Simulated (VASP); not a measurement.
ScAl3, 4 atoms in the cell. It takes space group Pm-3m (No. 221, cubic). The conventional cell has a = 3.947 Å, b = 3.947 Å, c = 3.947 Å, α = 90.00°, β = 90.00°, γ = 90.00°. Within 3.7 Å of Sc (site symmetry m-3m) lie 12 Al at 2.79 Å. Within 3.7 Å of Al (site symmetry 4/mmm) lie 4 Sc at 2.79 Å and 8 Al at 2.79 Å. 

* Program: VASP 6.6.1
* Task: single point
* Functional: PBEsol
* Dispersion: D3(BJ)
* Potentials or basis: VASP PAW PBE potentials, release 64 (Sc_sv, Al)
* Cutoff: 520 eV
* k mesh: 6 × 6 × 6
* Occupations: fermi-dirac, width 0.1 eV
* Spin: no spin polarisation
* Dipole correction: no
* Further INCAR settings: ALGO = Normal; EDIFF = 1e-06; NBANDS = 18

Potentials or basis: VASP PAW PBE potentials, release 64 (Sc_sv, Al).

Run with:

```sh
$ cat potpaw_PBE.64/Sc_sv/POTCAR potpaw_PBE.64/Al/POTCAR > POTCAR
$ mpirun -np 1 vasp_std > vasp.out
```

Hardware: 1 thread of AMD EPYC 7R13 Processor (Zen 3) (shared host).

Task: Estimate the wall time of this run.

Result: Wall time 15 s on 1 thread of AMD EPYC 7R13 Processor (Zen 3) (shared host), peak memory 0.15 GiB. Counts: scf iterations 13, k points 20.
